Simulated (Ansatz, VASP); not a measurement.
## Two plane-wave programs on HfO2

```xyz
6
Lattice="3.6043 0.0000 0.0000 0.0000 3.6043 0.0000 0.0000 0.0000 5.2640" Properties=species:S:1:pos:R:3 pbc="T T T"
Hf    1.8022    1.8022    2.6320
Hf    0.0000    0.0000    0.0000
O     0.0000    1.8022    3.6493
O     1.8022    0.0000    4.2467
O     1.8022    0.0000    1.6147
O     0.0000    1.8022    1.0173
```

Alike in both runs: task relaxation of cell and atoms; functional PBEsol; k mesh 6 × 6 × 4; occupations gaussian, width 0.02 eV; no spin polarisation.

|  | VASP | Ansatz |
| --- | --- | --- |
| version | VASP 6.6.1 | Ansatz 0.2.0 |
| potentials or method | VASP PAW PBE potentials, release 64 (Hf_pv, O), cutoff 600 eV | scalar-relativistic, plane waves, PAW |
| valence electrons in the cell | 44 | 76 |

```tsv
	VASP	Ansatz	Ansatz less VASP
gap on the k mesh at the Fermi level, each at its own relaxed structure (eV)	4.59	4.57	-0.019
relaxed volume (Å³/atom)	10.78	10.96	+0.177
relaxed length of the cell vector where the two differ most in proportion (Å)	5.130	5.166	+0.0364
```

VASP's potentials were made for PBE, not for PBEsol. VASP's potentials hold 44 valence electrons a cell and Ansatz's 76, so a difference there can come from the potentials and not from the codes.

Neither program's run includes spin-orbit coupling.
